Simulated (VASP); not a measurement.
# Au (P6_3/mmc) in VASP: further runs

Au is run at these levels: PBEsol; tasks: single point.

Program: VASP 6.6.1. These are calculated values, not measurements. Logs are shortened: lines on timing, memory, paths and dates and some standing lists are left out, and cuts for length are marked.

## Step 1: The cell of the first run

Symmetry: P6_3/mmc, No. 194, hexagonal system. The conventional cell has a = 2.866 Å, b = 2.866 Å, c = 4.785 Å, α = 90.00°, β = 90.00°, γ = 120.00°. Within 3.8 Å of Au (site symmetry -6m2) lie 12 Au at 2.87 to 2.91 Å.

## Step 2: Single point, PBEsol

File INCAR:

```
  PREC = Accurate
  ENCUT = 500
  EDIFF = 1E-6
  ISMEAR = 0
  SIGMA = 0.1
  LREAL = False
  LASPH = True
  NELM = 120
  ALGO = Normal
  ISIF = 2
  LWAVE = False
  LCHARG = False
  GGA = PS
  NBANDS = 18
  GGA_COMPAT = False
```

File KPOINTS:

```
Automatic mesh
0
Gamma
  9 9 5
```

File POSCAR:

```
Au
1.0
    2.8659608976      0.0000000000      0.0000000000
   -1.4329804488      2.4819949435      0.0000000000
    0.0000000000      0.0000000000      4.7854368253
Au
2
Direct
    0.3333333333      0.6666666667      0.2500000000
    0.6666666667      0.3333333333      0.7500000000
```

Potentials or basis: VASP PAW PBE potentials, release 64 (Au).

Launch:

```console
$ cat potpaw_PBE.64/Au/POTCAR > POTCAR
$ mpirun -np 1 vasp_std > vasp.out
```

OUTCAR:

```text
PREC = Accurate
   ENCUT = 500
   EDIFF = 1E-6
   ISMEAR = 0
   LREAL = False
   LASPH = True
   NELM = 120
   ISIF = 2
   GGA = PS

 ion  position               nearest neighbor table
   1  0.333  0.667  0.250-   2 2.91   2 2.91   2 2.91   2 2.91   2 2.91   2 2.91
   2  0.667  0.333  0.750-   1 2.91   1 2.91   1 2.91   1 2.91   1 2.91   1 2.91

  LATTYP: Found a hexagonal cell.
 ALAT       =     2.8659608976
 C/A-ratio  =     1.6697495173

  Lattice vectors:

 A1 = (   2.8659608976,   0.0000000000,   0.0000000000)
 A2 = (  -1.4329804488,   2.4819949435,   0.0000000000)
 A3 = (   0.0000000000,   0.0000000000,   4.7854368253)

Analysis of symmetry for initial positions (statically):
=====================================================================
 Subroutine PRICEL returns:
 Original cell was already a primitive cell.

 Routine SETGRP: Setting up the symmetry group for a
 hexagonal supercell.

 Subroutine GETGRP returns: Found 24 space group operations
 (whereof 12 operations were pure point group operations)
 out of a pool of 24 trial point group operations.

The static configuration has the point symmetry D_3d.
 The point group associated with its full space group is D_6h.

Analysis of symmetry for dynamics (positions and initial velocities):
=====================================================================
 Subroutine PRICEL returns:
 Original cell was already a primitive cell.

 Routine SETGRP: Setting up the symmetry group for a
 hexagonal supercell.

 Subroutine GETGRP returns: Found 24 space group operations
 (whereof 12 operations were pure point group operations)
 out of a pool of 24 trial point group operations.

The dynamic configuration has the point symmetry D_3d.
 The point group associated with its full space group is D_6h.

 Subroutine INISYM returns: Found 24 space group operations
 (whereof 12 operations are pure point group operations),
 and found     1 'primitive' translations

----------------------------------------------------------------------------------------

                                     Primitive cell

  volume of cell :      34.0402

  direct lattice vectors                    reciprocal lattice vectors
     2.865960898  0.000000000  0.000000000     0.348923114  0.201450854  0.000000000
    -1.432980449  2.481994944  0.000000000     0.000000000  0.402901707  0.000000000
     0.000000000  0.000000000  4.785436825     0.000000000  0.000000000  0.208967339

  length of vectors
     2.865960898  2.865960898  4.785436825     0.402901707  0.402901707  0.208967339

  position of ions in fractional coordinates (direct lattice)
     0.333333333  0.666666667  0.250000000
     0.666666667  0.333333333  0.750000000

  ion indices of the primitive-cell ions
   primitive index   ion index
                 1           1
                 2           2

----------------------------------------------------------------------------------------

 KPOINTS: Automatic mesh

Automatic generation of k-mesh.
 Grid dimensions read from file:
 generate k-points for:    9    9    5

 Generating k-lattice:

  Cartesian coordinates                     Fractional coordinates (reciprocal lattice)
     0.038769235  0.022383428  0.000000000     0.111111111 -0.000000000  0.000000000
     0.000000000  0.044766856  0.000000000     0.000000000  0.111111111  0.000000000
     0.000000000  0.000000000  0.041793468     0.000000000  0.000000000  0.200000000

  Length of vectors
     0.044766856  0.044766856  0.041793468

  Shift w.r.t. Gamma in fractional coordinates (k-lattice)
     0.000000000  0.000000000  0.000000000

 Subroutine IBZKPT returns following result:
 ===========================================

 Found     36 irreducible k-points:

 Following reciprocal coordinates:
            Coordinates               Weight
  0.000000  0.000000  0.000000      1.000000
  0.111111  0.000000  0.000000      6.000000
  0.222222  0.000000  0.000000      6.000000
  0.333333 -0.000000  0.000000      6.000000
  0.444444  0.000000  0.000000      6.000000
  0.111111  0.111111  0.000000      6.000000
[... 16 lines left out ...]
  0.333333  0.222222  0.200000     24.000000
  0.333333  0.333333  0.200000      4.000000
 [... further k-points ...]
   k-points           NKPTS =     36   k-points in BZ     NKDIM =     36   number of bands    NBANDS=     18
   number of dos      NEDOS =    301   number of ions     NIONS =      2
   total plane-waves  NPLWV =  20736
   dimension x,y,z NGX =    24 NGY =   24 NGZ =   36
   dimension x,y,z NGXF=    48 NGYF=   48 NGZF=   72
   ions per type =               2
   NGX,Y,Z   is equivalent  to a cutoff of  13.92, 13.92, 12.51 a.u.
   NGXF,Y,Z  is equivalent  to a cutoff of  27.84, 27.84, 25.01 a.u.
 SYSTEM =  unknown system
   PREC   = accura    normal or accurate (medium, high low for compatibility)
   ISTART =      0    job   : 0-new  1-cont  2-samecut
   ICHARG =      2    charge: 1-file 2-atom 10-const
   ISPIN  =      1    spin polarized calculation?
   LNONCOLLINEAR =      F non collinear calculations
   LSORBIT =      F    spin-orbit coupling
   LASPH  =      T    aspherical Exc in radial PAW
   ENCUT  =  500.0 eV  36.75 Ry    6.06 a.u.   5.23  5.23  8.72*2*pi/ulx,y,z
   NELM   =    120;   NELMIN=  2; NELMDL= -5     # of ELM steps
   EDIFF  = 0.1E-05   stopping-criterion for ELM
   LREAL  =      F    real-space projection
   EDIFFG = 0.1E-04   stopping-criterion for IOM
   NSW    =      0    number of steps for IOM
   IBRION =     -1    ionic relax: 0-MD 1-quasi-New 2-CG
   NFREE  =      0    steps in history (QN), initial steepest desc. (CG)
   ISIF   =      2    stress and relaxation
   ISYM   =      2    0-nonsym 1-usesym 2-fastsym
   POTIM  = 0.5000    time-step for ionic-motion
   TEBEG  =    0.0;   TEEND  =   0.0 temperature during run
   PSTRESS=    0.0 pullay stress
   NELECT =      22.0000    total number of electrons
   NUPDOWN=      -1.0000    fix difference up-down
   EMIN   =  10.00;   EMAX   =-10.00  energy-range for DOS
   EFERMI =   0.00;   METHOD = LEGACY
   ISMEAR =     0;   SIGMA  =   0.10  broadening in eV -4-tet -1-fermi 0-gaus
   EFERMI_NEDOS =   21; number of points for ismear=-14 and -15
   IALGO  =     38    algorithm
   IMIX   =      4    mixing-type and parameters
     AMIX     =   0.40;   BMIX     =  1.00
     AMIX_MAG =   1.60;   BMIX_MAG =  1.00
  volume/ion in A,a.u.               =      17.02       114.86
  Fermi-wavevector in a.u.,A,eV,Ry     =   1.415418  2.674753 27.258034  2.003409
  Thomas-Fermi vector in A             =   2.536859
   LORBIT       =      0    0 simple, 1 ext, 2 COOP (PROOUT), +10 PAW based schemes
   GGA     = PS    functional components
   LHFCALC =     F    Hartree Fock is set to
   AEXX    =    0.0000 exact exchange contribution
   IVDW    =     0    specifies the selected vdW correction
   LEPSILON=     F    determine dielectric tensor
   LRPA    =     F    only Hartree local field effects (RPA)
 non-spin polarized calculation
 Gauss-broadening in eV      SIGMA  =   0.10
  energy-cutoff  :      500.00
  volume of cell :       34.04
 maximum number of plane-waves:       881
 NGX is ok and might be reduce to    24
   NGX = 11   NGY = 11   NGZ = 17

 number of electron      22.0000004 magnetization

 Free energy of the ion-electron system (eV)
  ---------------------------------------------------
  ext. energy  EPLUGINS =         0.00000000
  ---------------------------------------------------
  free energy    TOTEN  =        -7.88490343 eV

  energy without entropy =       -7.88423657  energy(sigma->0) =       -7.88457000

 E-fermi :   9.3087     XC(G=0): -12.8911

 val. band max:        9.2114347709   @ k =   0.1111   0.1111   0.2000
 cond. band min:       9.5225241577   @ k =   0.2222   0.0000   0.2000
 fundamental gap:      0.3110893869
 Fermi energy:         9.3086561842

 k-point     1 :       0.0000    0.0000    0.0000
  band No.  band energies     occupation
      1      -0.6361      2.00000
      2       1.8844      2.00000
      3       4.4672      2.00000
      4       4.7249      2.00000
      5       4.7249      2.00000
      6       5.0479      2.00000
[... 10 lines left out ...]
     17      27.7023      0.00000
     18      27.7023      0.00000

 k-point     2 :       0.1111    0.0000    0.0000
  band No.  band energies     occupation
      1      -0.2500      2.00000
      2       2.1958      2.00000
      3       4.3036      2.00000
      4       4.8294      2.00000
      5       4.9630      2.00000
      6       4.9850      2.00000
[... 10 lines left out ...]
     17      26.0012      0.00000
     18      27.2364      0.00000

 k-point     3 :       0.2222    0.0000    0.0000
  band No.  band energies     occupation
      1       0.7883      2.00000
      2       2.7832      2.00000
      3       4.1347      2.00000
      4       4.3261      2.00000
      5       4.5963      2.00000
      6       5.2322      2.00000
[... 10 lines left out ...]
     17      26.0232      0.00000
     18      26.4708      0.00000

 k-point     4 :       0.3333   -0.0000    0.0000
  band No.  band energies     occupation
      1       1.9341      2.00000
      2       2.7218      2.00000
      3       3.4560      2.00000
      4       4.5372      2.00000
      5       4.8531      2.00000
      6       4.9184      2.00000
[... 375 lines left out ...]
      4       3.8421      2.00000
      5       4.6902      2.00000
      6       4.8455      2.00000
[... 10 lines left out ...]
     17      22.0574      0.00000
     18      25.1669      0.00000

 k-point    23 :       0.3333    0.2222    0.2000
  band No.  band energies     occupation
      1       2.8838      2.00000
      2       3.3800      2.00000
      3       3.5854      2.00000
      4       3.9302      2.00000
      5       4.4733      2.00000
      6       5.1067      2.00000
[... 10 lines left out ...]
     17      21.2056      0.00000
     18      23.0257      0.00000

 k-point    24 :       0.3333    0.3333    0.2000
  band No.  band energies     occupation
      1       3.2629      2.00000
      2       3.5075      2.00000
      3       3.5075      2.00000
      4       4.1821      2.00000
      5       4.6064      2.00000
      6       4.6064      2.00000
[... 10 lines left out ...]
     17      22.4080      0.00000
     18      22.4080      0.00000

 [... further k-points ...]

------------------------ aborting loop because EDIFF is reached ----------------------------------------

  FORCE on cell =-STRESS in cart. coord.  units (eV):
  Direction    XX          YY          ZZ          XY          YZ          ZX
  --------------------------------------------------------------------------------------
  -------------------------------------------------------------------------------------
  Total       -0.0581624     -0.0581624     -0.0570691      0.0000000     -0.0000000      0.0000000
  in kB       -2.7375375     -2.7375375     -2.6860780      0.0000000     -0.0000000      0.0000000
  external PRESSURE =      -2.7203843 kB  Pullay stress =       0.0000000 kB

 VOLUME and BASIS-vectors are now :
 -----------------------------------------------------------------------------
  energy-cutoff  :      500.00
  volume of cell :       34.04
      direct lattice vectors                 reciprocal lattice vectors
     2.865960898  0.000000000  0.000000000     0.348923114  0.201450854  0.000000000
    -1.432980449  2.481994944  0.000000000     0.000000000  0.402901707  0.000000000
     0.000000000  0.000000000  4.785436825     0.000000000  0.000000000  0.208967339

 POSITION                                       TOTAL-FORCE (eV/Angst)
 -----------------------------------------------------------------------------------
     -0.00000      1.65466      1.19636         0.000000      0.000000      0.000000
      1.43298      0.82733      3.58908        -0.000000     -0.000000      0.000000
 -----------------------------------------------------------------------------------
    total drift:                               -0.000000      0.000000     -0.000000

  FREE ENERGIE OF THE ION-ELECTRON SYSTEM (eV)
  ---------------------------------------------------
  free  energy   TOTEN  =        -7.8849034280 eV

  energy  without entropy=       -7.8842365657  energy(sigma->0) =       -7.88457000
```

Run time: 34 s. Hardware: 1 thread of Intel Xeon 8259CL, shared host; peak memory 0.16 GiB.

What came out:

* Free energy: -7.8849 eV
* Pressure: -0.3 GPa
* Band gap on the k mesh: zero (band 11 reaches 12.93 eV, above the bottom of band 12 at 6.85 eV)

Caveat: the PAW data sets were made with another functional, which shifts forces and pressure a little; spin-orbit coupling is left out, which moves the levels of the heavy elements.

## Step 3: Single point, PBEsol

File INCAR:

```
SYSTEM = Au
PREC = Accurate
ENCUT = 500
EDIFF = 1E-6
ISMEAR = 0
SIGMA = 0.1
LREAL = .False.
LASPH = .True.
NELM = 120
ALGO = Normal
ISIF = 2
LWAVE = .False.
LCHARG = .False.
GGA = PS
NBANDS = 18
GGA_COMPAT = .False.
```

File KPOINTS:

```
Automatic mesh
0
Gamma
  9 9 5
  0 0 0
```

POSCAR is that of step 2.

Potentials or basis: VASP PAW PBE potentials, release 64 (Au).

Launch:

```console
$ cat potpaw_PBE.64/Au/POTCAR > POTCAR
$ mpirun -np 1 vasp_std > vasp.out
```

OUTCAR:

```text
SYSTEM = Au
   PREC = Accurate
   ENCUT = 500
   EDIFF = 1E-6
   ISMEAR = 0
   LREAL = .False.
   LASPH = .True.
   NELM = 120
   ISIF = 2
   GGA = PS

 ion  position               nearest neighbor table
   1  0.333  0.667  0.250-   2 2.91   2 2.91   2 2.91   2 2.91   2 2.91   2 2.91
   2  0.667  0.333  0.750-   1 2.91   1 2.91   1 2.91   1 2.91   1 2.91   1 2.91

  LATTYP: Found a hexagonal cell.
 ALAT       =     2.8659608976
 C/A-ratio  =     1.6697495173

  Lattice vectors:

 A1 = (   2.8659608976,   0.0000000000,   0.0000000000)
 A2 = (  -1.4329804488,   2.4819949435,   0.0000000000)
 A3 = (   0.0000000000,   0.0000000000,   4.7854368253)

Analysis of symmetry for initial positions (statically):
=====================================================================
 Subroutine PRICEL returns:
 Original cell was already a primitive cell.

 Routine SETGRP: Setting up the symmetry group for a
 hexagonal supercell.

 Subroutine GETGRP returns: Found 24 space group operations
 (whereof 12 operations were pure point group operations)
 out of a pool of 24 trial point group operations.

The static configuration has the point symmetry D_3d.
 The point group associated with its full space group is D_6h.
[... 162 lines left out ...]

 E-fermi :   9.3087     XC(G=0): -12.8911

 val. band max:        9.2114347709   @ k =   0.1111   0.1111   0.2000
 cond. band min:       9.5225241577   @ k =   0.2222   0.0000   0.2000
 fundamental gap:      0.3110893869
 Fermi energy:         9.3086561842

 k-point     1 :       0.0000    0.0000    0.0000
  band No.  band energies     occupation
      1      -0.6361      2.00000
      2       1.8844      2.00000
      3       4.4672      2.00000
      4       4.7249      2.00000
      5       4.7249      2.00000
      6       5.0479      2.00000
[... 481 lines left out ...]
      5       4.6064      2.00000
      6       4.6064      2.00000
[... 10 lines left out ...]
     17      22.4080      0.00000
     18      22.4080      0.00000

 [... further k-points ...]

------------------------ aborting loop because EDIFF is reached ----------------------------------------

  FORCE on cell =-STRESS in cart. coord.  units (eV):
  Direction    XX          YY          ZZ          XY          YZ          ZX
  --------------------------------------------------------------------------------------
  -------------------------------------------------------------------------------------
  Total       -0.0581624     -0.0581624     -0.0570691      0.0000000     -0.0000000      0.0000000
  in kB       -2.7375375     -2.7375375     -2.6860780      0.0000000     -0.0000000      0.0000000
  external PRESSURE =      -2.7203843 kB  Pullay stress =       0.0000000 kB

 VOLUME and BASIS-vectors are now :
 -----------------------------------------------------------------------------
  energy-cutoff  :      500.00
  volume of cell :       34.04
      direct lattice vectors                 reciprocal lattice vectors
     2.865960898  0.000000000  0.000000000     0.348923114  0.201450854  0.000000000
    -1.432980449  2.481994944  0.000000000     0.000000000  0.402901707  0.000000000
     0.000000000  0.000000000  4.785436825     0.000000000  0.000000000  0.208967339

 POSITION                                       TOTAL-FORCE (eV/Angst)
 -----------------------------------------------------------------------------------
     -0.00000      1.65466      1.19636         0.000000      0.000000      0.000000
      1.43298      0.82733      3.58908        -0.000000     -0.000000      0.000000
 -----------------------------------------------------------------------------------
    total drift:                               -0.000000      0.000000     -0.000000

  FREE ENERGIE OF THE ION-ELECTRON SYSTEM (eV)
  ---------------------------------------------------
  free  energy   TOTEN  =        -7.8849034280 eV

  energy  without entropy=       -7.8842365657  energy(sigma->0) =       -7.88457000
```

OSZICAR:

```text
N       E                     dE             d eps       ncg     rms          rms(c)
DAV:   1     0.122281514557E+03    0.12228E+03   -0.11448E+04  1304   0.115E+03
DAV:   2    -0.638432883262E+01   -0.12867E+03   -0.12288E+03  1402   0.261E+02
DAV:   3    -0.854499087801E+01   -0.21607E+01   -0.21490E+01  1550   0.338E+01
DAV:   4    -0.855408516864E+01   -0.90943E-02   -0.90928E-02  1428   0.232E+00
DAV:   5    -0.855416196988E+01   -0.76801E-04   -0.76801E-04  1476   0.228E-01    0.136E+01
DAV:   6    -0.793640895171E+01    0.61775E+00   -0.11366E+00  1336   0.978E+00    0.838E+00
DAV:   7    -0.789067639151E+01    0.45733E-01   -0.12787E-01  1442   0.324E+00    0.343E+00
DAV:   8    -0.788492500743E+01    0.57514E-02   -0.10805E-02  1368   0.888E-01    0.431E-01
DAV:   9    -0.788489535716E+01    0.29650E-04   -0.42999E-05  1476   0.557E-02    0.207E-02
DAV:  10    -0.788490331716E+01   -0.79600E-05   -0.17560E-06  1358   0.129E-02    0.264E-03
DAV:  11    -0.788490342797E+01   -0.11081E-06   -0.18919E-07   726   0.356E-03
   1 F= -.78849034E+01 E0= -.78845700E+01  d E =-.666862E-03
```

Run time: 31 s. Hardware: 1 thread of Intel Xeon 8259CL, shared host; peak memory 0.16 GiB.

What came out:

* Free energy: -7.8849 eV
* Pressure: -0.3 GPa
* Band gap on the k mesh: zero (band 11 reaches 12.93 eV, above the bottom of band 12 at 6.85 eV)

Caveat: the PAW data sets were made with another functional, which shifts forces and pressure a little; spin-orbit coupling is left out, which moves the levels of the heavy elements.
